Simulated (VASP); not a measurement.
# ZnSe (Fm-3m) in VASP: notebook

Runs on ZnSe. Level: PBEsol. Tasks: single point.

Everything below comes from runs of VASP 6.6.1. Logs are shortened: lines on timing, memory, paths and dates and some standing lists are left out, and cuts for length are marked.

## Step 1: The cell of the first run

The structure is cubic, space group Fm-3m (No. 225). Conventional cell: a = 5.049 Å, b = 5.049 Å, c = 5.049 Å, α = 90.00°, β = 90.00°, γ = 90.00°. Se (site symmetry m-3m) has 6 Zn at 2.52 Å within 3.3 Å. Zn (site symmetry m-3m) has 6 Se at 2.52 Å within 3.3 Å.

## Step 2: Single point, PBEsol (volume scaled by 0.880)

Input file INCAR:

```
SYSTEM = ZnSe
  ALGO = Normal
  EDIFF = 1E-7
  ENCUT = 520
  GGA = PS
  ISIF = 2
  ISMEAR = 0
  LASPH = .True.
  LCHARG = .False.
  LREAL = .False.
  LWAVE = .False.
  NBANDS = 16
  NELM = 60
  PREC = Accurate
  SIGMA = 0.05
```

Input file KPOINTS:

```
k-points
0
Gamma
  12 12 12
  0 0 0
```

Input file POSCAR:

```
ZnSe
1.0
    0.0000000000      2.5246279273      2.5246279273
    2.5246279273      0.0000000000      2.5246279273
    2.5246279273      2.5246279273      0.0000000000
Se Zn
1 1
Direct
    0.0000000000      0.0000000000      0.0000000000
    0.5000000000      0.5000000000      0.5000000000
```

Potentials or basis: VASP PAW PBE potentials, release 64 (Se, Zn).

Command:

```console
$ cat potpaw_PBE.64/Se/POTCAR potpaw_PBE.64/Zn/POTCAR > POTCAR
$ mpirun -np 1 vasp_std > vasp.out
```

OUTCAR:

```text
SYSTEM = ZnSe
   EDIFF = 1E-7
   ENCUT = 520
   GGA = PS
   ISIF = 2
   ISMEAR = 0
   LASPH = .True.
   LREAL = .False.
   NELM = 60
   PREC = Accurate

 ion  position               nearest neighbor table
   1  0.000  0.000  0.000-   2 2.52   2 2.52   2 2.52   2 2.52   2 2.52   2 2.52
   2  0.500  0.500  0.500-   1 2.52   1 2.52   1 2.52   1 2.52   1 2.52   1 2.52

  LATTYP: Found a face centered cubic cell.
 ALAT       =     5.0492558546

  Lattice vectors:

 A1 = (   0.0000000000,   2.5246279273,   2.5246279273)
 A2 = (   2.5246279273,   0.0000000000,   2.5246279273)
 A3 = (   2.5246279273,   2.5246279273,   0.0000000000)

Analysis of symmetry for initial positions (statically):
=====================================================================
 Subroutine PRICEL returns:
 Original cell was already a primitive cell.

 Routine SETGRP: Setting up the symmetry group for a
 face centered cubic supercell.

 Subroutine GETGRP returns: Found 48 space group operations
 (whereof 48 operations were pure point group operations)
 out of a pool of 48 trial point group operations.

The static configuration has the point symmetry O_h .

Analysis of symmetry for dynamics (positions and initial velocities):
=====================================================================
 Subroutine PRICEL returns:
 Original cell was already a primitive cell.

 Routine SETGRP: Setting up the symmetry group for a
 face centered cubic supercell.

 Subroutine GETGRP returns: Found 48 space group operations
 (whereof 48 operations were pure point group operations)
 out of a pool of 48 trial point group operations.

The dynamic configuration has the point symmetry O_h .

 Subroutine INISYM returns: Found 48 space group operations
 (whereof 48 operations are pure point group operations),
 and found     1 'primitive' translations

----------------------------------------------------------------------------------------

                                     Primitive cell

  volume of cell :      32.1827

  direct lattice vectors                    reciprocal lattice vectors
     0.000000000  2.524627927  2.524627927    -0.198048986  0.198048986  0.198048986
     2.524627927  0.000000000  2.524627927     0.198048986 -0.198048986  0.198048986
     2.524627927  2.524627927  0.000000000     0.198048986  0.198048986 -0.198048986

  length of vectors
     3.570363055  3.570363055  3.570363055     0.343030905  0.343030905  0.343030905

[... 79 lines left out ...]
   NELM   =     60;   NELMIN=  2; NELMDL= -5     # of ELM steps
   EDIFF  = 0.1E-06   stopping-criterion for ELM
   LREAL  =      F    real-space projection
   EDIFFG = 0.1E-05   stopping-criterion for IOM
   NSW    =      0    number of steps for IOM
   IBRION =     -1    ionic relax: 0-MD 1-quasi-New 2-CG
   NFREE  =      0    steps in history (QN), initial steepest desc. (CG)
   ISIF   =      2    stress and relaxation
   ISYM   =      2    0-nonsym 1-usesym 2-fastsym
   POTIM  = 0.5000    time-step for ionic-motion
   TEBEG  =    0.0;   TEEND  =   0.0 temperature during run
   PSTRESS=    0.0 pullay stress
   NELECT =      18.0000    total number of electrons
   NUPDOWN=      -1.0000    fix difference up-down
   EMIN   =  10.00;   EMAX   =-10.00  energy-range for DOS
   EFERMI =   0.00;   METHOD = LEGACY
   ISMEAR =     0;   SIGMA  =   0.05  broadening in eV -4-tet -1-fermi 0-gaus
   EFERMI_NEDOS =   21; number of points for ismear=-14 and -15
   IALGO  =     38    algorithm
   IMIX   =      4    mixing-type and parameters
     AMIX     =   0.40;   BMIX     =  1.00
     AMIX_MAG =   1.60;   BMIX_MAG =  1.00
  volume/ion in A,a.u.               =      16.09       108.59
  Fermi-wavevector in a.u.,A,eV,Ry     =   1.348833  2.548925 24.753778  1.819351
  Thomas-Fermi vector in A             =   2.476470
   LORBIT       =      0    0 simple, 1 ext, 2 COOP (PROOUT), +10 PAW based schemes
   GGA     = PS    functional components
   LHFCALC =     F    Hartree Fock is set to
   AEXX    =    0.0000 exact exchange contribution
   IVDW    =     0    specifies the selected vdW correction
   LEPSILON=     F    determine dielectric tensor
   LRPA    =     F    only Hartree local field effects (RPA)
 non-spin polarized calculation
 Gauss-broadening in eV      SIGMA  =   0.05
  energy-cutoff  :      520.00
  volume of cell :       32.18
 maximum number of plane-waves:       893
   NGX = 13   NGY = 13   NGZ = 13

 number of electron      18.0000016 magnetization

 Free energy of the ion-electron system (eV)
  ---------------------------------------------------
  ext. energy  EPLUGINS =         0.00000000
  ---------------------------------------------------
  free energy    TOTEN  =        -6.07371389 eV

  energy without entropy =       -6.07249118  energy(sigma->0) =       -6.07310254

 E-fermi :   4.9096     XC(G=0): -11.4671

 val. band max:        4.8991108796   @ k =  -0.2500   0.0833   0.0000
 cond. band min:       4.9206200638   @ k =  -0.2500   0.1667   0.0000
 fundamental gap:      0.0215091842
 Fermi energy:         4.9096031933

 k-point     1 :       0.0000    0.0000    0.0000
  band No.  band energies     occupation
      1     -10.4242      2.00000
      2      -2.2086      2.00000
      3      -2.2086      2.00000
      4      -2.1908      2.00000
      5      -2.1908      2.00000
      6      -2.1908      2.00000
[... 433 lines left out ...]
      3      -2.5451      2.00000
      4      -2.4881      2.00000
      5      -2.0104      2.00000
      6      -1.9900      2.00000
[... 8 lines left out ...]
     15      18.2324      0.00000
     16      18.8832      0.00000

 [... further k-points ...]

------------------------ aborting loop because EDIFF is reached ----------------------------------------

  FORCE on cell =-STRESS in cart. coord.  units (eV):
  Direction    XX          YY          ZZ          XY          YZ          ZX
  --------------------------------------------------------------------------------------
  -------------------------------------------------------------------------------------
  Total        2.9679062      2.9679062      2.9679062     -0.0000000     -0.0000000      0.0000000
  in kB      147.7537834    147.7537834    147.7537834     -0.0000000     -0.0000000      0.0000000
  external PRESSURE =     147.7537834 kB  Pullay stress =       0.0000000 kB

 VOLUME and BASIS-vectors are now :
 -----------------------------------------------------------------------------
  energy-cutoff  :      520.00
  volume of cell :       32.18
      direct lattice vectors                 reciprocal lattice vectors
     0.000000000  2.524627927  2.524627927    -0.198048986  0.198048986  0.198048986
     2.524627927  0.000000000  2.524627927     0.198048986 -0.198048986  0.198048986
     2.524627927  2.524627927  0.000000000     0.198048986  0.198048986 -0.198048986

 POSITION                                       TOTAL-FORCE (eV/Angst)
 -----------------------------------------------------------------------------------
      0.00000      0.00000      0.00000         0.000000      0.000000      0.000000
      2.52463      2.52463      2.52463        -0.000000      0.000000     -0.000000
 -----------------------------------------------------------------------------------
    total drift:                                0.000000      0.000000      0.000000

  FREE ENERGIE OF THE ION-ELECTRON SYSTEM (eV)
  ---------------------------------------------------
  free  energy   TOTEN  =        -6.0737138901 eV

  energy  without entropy=       -6.0724911824  energy(sigma->0) =       -6.07310254
```

stdout:

```text
POSCAR found type information on POSCAR SeZn
 POSCAR found :  2 types and       2 ions
 scaLAPACK will be used
 -----------------------------------------------------------------------------
|                                                                             |
|                                                                             |
|     You enforced a specific xc type in the INCAR file but a different       |
|     I HOPE YOU KNOW WHAT YOU ARE DOING!                                     |
|                                                                             |
 -----------------------------------------------------------------------------

 LDA part: xc-table for (Slater+PW92), standard interpolation
 POSCAR, INCAR and KPOINTS ok, starting setup
 FFT: planning ... GRIDC
 FFT: planning ... GRID_SOFT
 FFT: planning ... GRID
 WAVECAR not read
 entering main loop
```

Run time: 68 s. Hardware: 1 thread of AMD EPYC 7R13, shared host; peak memory 0.15 GiB.

Results:

```yaml
Free_energy: -6.0737 eV
Pressure: 14.8 GPa
Band_gap_on_the_k_mesh: zero (band 9 reaches 4.99 eV, above the bottom of band 10 at 3.73 eV)
```

Caveat: the PAW data sets were made with another functional, which shifts forces and pressure a little.

[end of part 1 of 2]
